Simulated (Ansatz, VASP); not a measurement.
**Tl in VASP and in Ansatz**

```
CELL_PARAMETERS angstrom
3.40916 -2.16362 0.00000
3.40916 2.16362 0.00000
-2.47972 0.00000 4.72978
ATOMIC_POSITIONS crystal
Tl 0.06400 0.06400 0.15300
Tl 0.93600 0.93600 0.84700
```

Alike in both runs: task relaxation of cell and atoms; functional PBE; k mesh 6 × 6 × 4; occupations gaussian, width 0.1 eV; no spin polarisation.

|  | VASP | Ansatz |
| --- | --- | --- |
| version | VASP 6.6.1 | Ansatz 0.2.0 |
| potentials or method | VASP PAW PBE potentials, release 64 (Tl_d), cutoff 600 eV | scalar-relativistic, plane waves, PAW |
| valence electrons in the cell | 26 | 26 |

|  | VASP | Ansatz | Ansatz less VASP |
| --- | --- | --- | --- |
| gap on the k mesh at the Fermi level, each at its own relaxed structure (eV) | none | none | - |
| relaxed volume (Å³/atom) | 31.05 | 30.93 | -0.122 |
| relaxed length of the cell vector where the two differ most in proportion (Å) | 6.985 | 6.088 | -0.8971 |

A gap of «none» marks a metal or a gap that the smearing closes. One of these differences is far larger than is usual between the two programs; its cause wasn't traced.

Neither program's run includes spin-orbit coupling.
